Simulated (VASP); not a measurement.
# CdTe6Pd: relaxation of cell and atoms with PBE

Crystal: CdTe6Pd.

```
CELL_PARAMETERS angstrom
6.74618 0.00000 0.00000
-3.37309 5.84237 0.00000
-3.37309 1.94745 6.36992
ATOMIC_POSITIONS crystal
Te 0.25000 0.08300 0.75100
Te 0.91700 0.41600 0.75100
Te 0.58400 0.75000 0.75100
Te 0.75000 0.91700 0.24900
Te 0.08300 0.58400 0.24900
Te 0.41600 0.25000 0.24900
Cd 0.50000 0.50000 0.50000
Pd 0.00000 0.00000 0.00000
```

```yaml
Program: VASP 6.6.1
Task: relaxation of cell and atoms
Functional: PBE
Potentials_or_basis: VASP PAW PBE potentials, release 64 (Te, Cd, Pd)
Cutoff: 600 eV
k_mesh: 4 × 4 × 4
Occupations: fermi-dirac, width 0.0311 eV
Spin: no spin polarisation
Dipole_correction: no
Further_INCAR_settings: ALGO = Normal; EDIFF = 1e-07; IBRION = 2; EDIFFG = -0.01; NSW = 80; ISIF = 3
```

```yaml
Relaxed_volume: 30.06 Å³/atom
Relaxed_cell: a = 7.382 Å, b = 7.382 Å, c = 6.643 Å, α = 56.24°, β = 123.76°, γ = 120.00°
Space_group_after_relaxing_to_0.1_Å: R-3 (No. 148)
Energy_gained_by_relaxing: 315.9 meV/atom
Ionic_steps: 23
Pressure_after_relaxing: 0.0 GPa
Largest_force_after_relaxing: 0.009 eV/Å
Band_gap_on_the_k_mesh: zero (bands 29 and 30 overlap by 0.07 eV)
```

Forces on the atoms (eV/Å):
```
Te  -0.002  0.008 -0.004
Te  -0.006 -0.006 -0.004
Te   0.008 -0.002 -0.004
Te   0.002 -0.008  0.004
Te   0.006  0.006  0.004
Te  -0.008  0.002  0.004
Cd   0.000  0.000  0.000
Pd   0.000  0.000  0.000
```

The path:
```
step  energy change (eV)  largest force (eV/Å)  pressure (GPa)  volume (Å³)
   1              0.0000                1.4292           -0.20       251.06
   2             -0.6007                1.0464           -0.70       249.59
   3             -1.4186                1.0531            0.07       244.41
   4             -1.9119                0.5967           -1.69       243.36
   5             -2.0216                0.4773           -2.35       242.34
   6             -2.1303                0.4391            3.43       215.35
   7             -2.2092                0.5025            0.82       225.26
   8             -2.3028                0.3248            0.43       224.81
   9             -2.3039                0.3333            0.42       224.75
  10             -2.3601                0.2974           -0.20       228.68
  11             -2.4230                0.3189           -1.11       236.93
  12             -2.4031                0.1976           -2.19       253.98
  13             -2.4446                0.3194           -1.50       242.21
  14             -2.4716                0.2611           -1.15       241.80
  15             -2.5073                0.0744           -0.14       240.71
  16             -2.5075                0.0690           -0.03       240.60
  17             -2.5104                0.0673           -0.02       240.54
  18             -2.5174                0.0645            0.02       240.35
  19             -2.5248                0.0706            0.12       239.93
  20             -2.5254                0.0758            0.16       239.77
  21             -2.5270                0.0415           -0.08       240.77
  22             -2.5270                0.0390           -0.12       240.90
  23             -2.5275                0.0092            0.00       240.47
```

Final structure:
```cif
data_structure
_symmetry_space_group_name_H-M 'P 1'
_symmetry_Int_Tables_number 1
_cell_length_a 7.3823
_cell_length_b 7.3823
_cell_length_c 6.6427
_cell_angle_alpha 56.243
_cell_angle_beta 123.757
_cell_angle_gamma 120.000
_cell_volume 240.47
loop_
_atom_site_label
_atom_site_type_symbol
_atom_site_fract_x
_atom_site_fract_y
_atom_site_fract_z
_atom_site_occupancy
Te1 Te 0.19295 0.02228 0.73858 1
Te2 Te 0.97772 0.43208 0.73858 1
Te3 Te 0.56792 0.80705 0.73858 1
Te4 Te 0.80705 0.97772 0.26142 1
Te5 Te 0.02228 0.56792 0.26142 1
Te6 Te 0.43208 0.19295 0.26142 1
Cd1 Cd 0.50000 0.50000 0.50000 1
Pd1 Pd 0.00000 0.00000 0.00000 1
```

Levels at points of the mesh, in eV from the Fermi level:
| k point | band 27 | band 28 | band 29 | band 30 | band 31 | band 32 |
| --- | --- | --- | --- | --- | --- | --- |
| (0.00, 0.00, 0.00) | -0.35 | -0.06 | -0.06 | 1.50 | 1.50 | 1.58 |
| (0.50, 0.00, 0.00) | -1.02 | -0.60 | -0.52 | -0.03 | 0.32 | 1.44 |
| (0.50, 0.50, 0.00) | -1.02 | -0.75 | -0.73 | 0.19 | 0.69 | 1.31 |
| (0.00, 0.00, 0.50) | -1.09 | -0.15 | 0.04 | 0.04 | 0.51 | 0.51 |

Wall time 39 min on 1 thread of Intel(R) Xeon(R) Platinum 8488C (Sapphire Rapids) (shared host), peak memory 0.57 GiB.

Caveat: spin-orbit coupling is left out, which moves the levels of the heavy elements.
